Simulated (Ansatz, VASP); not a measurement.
**Two plane-wave programs on CdInS2**

```
CELL_PARAMETERS angstrom
4.08638 0.00000 0.00000
-2.04319 3.53891 0.00000
0.00000 0.00000 6.11160
ATOMIC_POSITIONS crystal
Cd 0.00000 0.00000 0.00000
In 0.00000 0.00000 0.50000
S 0.66667 0.33333 0.75786
S 0.33333 0.66667 0.24214
```

Alike in both runs: task single point; functional PBE; k mesh 12 × 12 × 6; occupations gaussian, width 0.15 eV; no spin polarisation.

```csv
,VASP,Ansatz
version,VASP 6.6.1,Ansatz 0.2.0
potentials or method,"VASP PAW PBE potentials, release 64 (Cd, In_d, S), cutoff 520 eV","scalar-relativistic, plane waves, PAW"
valence electrons in the cell,37,45
```

|  | VASP | Ansatz | Ansatz less VASP |
| --- | --- | --- | --- |
| gap on the k mesh at the Fermi level (eV) | none | none | - |
| pressure (GPa) | 1.9 | 1.7 | -0.16 |
| traceless stress, the component that is largest in VASP (GPa) | 7.36 | 7.35 | -0.012 |
| rms of the force components (eV/Å) | 0.057 | 0.066 | +0.0097 |

Atom by atom the forces differ by 0.010 eV/Å (rms over components). A gap of «none» marks a metal or a gap that the smearing closes. VASP's potentials hold 37 valence electrons a cell and Ansatz's 45, so a difference there can come from the potentials and not from the codes.
